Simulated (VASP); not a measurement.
A run of VASP 6.6.1 is set up as follows.

INCAR

```
SYSTEM = Sc
ALGO = Fast ; EDIFF = 1E-6
ENCUT = 520 ; GGA = PE
ISIF = 2 ; ISMEAR = -1
LASPH = .True. ; LCHARG = .False.
LREAL = .False. ; LWAVE = .False.
NBANDS = 18 ; NELM = 60
PREC = Accurate ; SIGMA = 0.05
```

Contents of KPOINTS:

```
k-points
0
Gamma
  9 9 5
  0 0 0
```

POSCAR

```
Sc
1.0
    3.1678539911      0.0000000000      0.0000000000
   -1.5839269956      2.7434420318      0.0000000000
    0.0000000000      0.0000000000      4.9093715166
Sc
2
Direct
    0.6666666667      0.3333333333      0.7500000000
    0.3333333333      0.6666666667      0.2500000000
```

Potentials or basis: VASP PAW PBE potentials, release 64 (Sc_sv).

Command:

```sh
$ cat potpaw_PBE.64/Sc_sv/POTCAR > POTCAR
$ mpirun -np 1 vasp_std > vasp.out
```

Task: Estimate the band gap on the k mesh.

Result: Zero (bands 11 and 12 overlap by 1.70 eV).

Task: What does it give for the pressure?

Result: 10.1 GPa.

Caveat: the cell stands under pressure.
